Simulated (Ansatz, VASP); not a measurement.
# One calculation of MnRhC6N6, two programs

```xyz
14
Lattice="0.0000 5.1001 5.1001 5.1001 0.0000 5.1001 5.1001 5.1001 0.0000" Properties=species:S:1:pos:R:3 pbc="T T T"
Mn    5.1001    5.1001    5.1001
Rh    0.0000    0.0000    0.0000
C     2.0034    5.1001    5.1001
C     5.1001    2.0034    5.1001
C     5.1001    5.1001    2.0034
C     8.1968    5.1001    5.1001
C     5.1001    8.1968    5.1001
C     5.1001    5.1001    8.1968
N     3.1676    5.1001    5.1001
N     5.1001    3.1676    5.1001
N     5.1001    5.1001    3.1676
N     7.0325    5.1001    5.1001
N     5.1001    7.0325    5.1001
N     5.1001    5.1001    7.0325
```

Alike in both runs: functional PBE; k mesh 4 × 4 × 4; occupations gaussian, width 0.1 eV; collinear spin.

Ansatz relaxed the structure, and its values are those at the end. VASP's run is a single point on that final structure, the one shown.

```csv
,VASP,Ansatz
version,VASP 6.6.1,Ansatz 0.2.0
potentials or method,"VASP PAW PBE potentials, release 64 (Mn_pv, Rh_pv, C, N), cutoff 520 eV","scalar-relativistic, plane waves, PAW"
valence electrons in the cell,82,86
```

Ansatz gave:

```
gap on the k mesh at the Fermi level (eV)                     : none
pressure (GPa)                                                : 0.0
rms of the force components (eV/Å)                            : 0.007
net moment per atom (μB)                                      : 0.14
size of the moment on the site where the two differ most (μB) : 1.56
```

Problem. Which values does VASP return?

Solution. gap on the k mesh at the Fermi level (eV): none; pressure (GPa): 0.4; rms of the force components (eV/Å): 0.208; net moment per atom (μB): 0.14; size of the moment on the site where the two differ most (μB): 1.78.

Site moments also hang on the region over which each program counts them. A gap of «none» marks a metal or a gap that the smearing closes. One of these differences is far larger than is usual between the two programs; its cause wasn't traced. The functional is the same, so the differences come from potentials, cutoffs and numerics. VASP's potentials hold 82 valence electrons a cell and Ansatz's 86, so a difference there can come from the potentials and not from the codes.

Noted on VASP's run: the standard files for N, O and F lose accuracy on very short bonds.
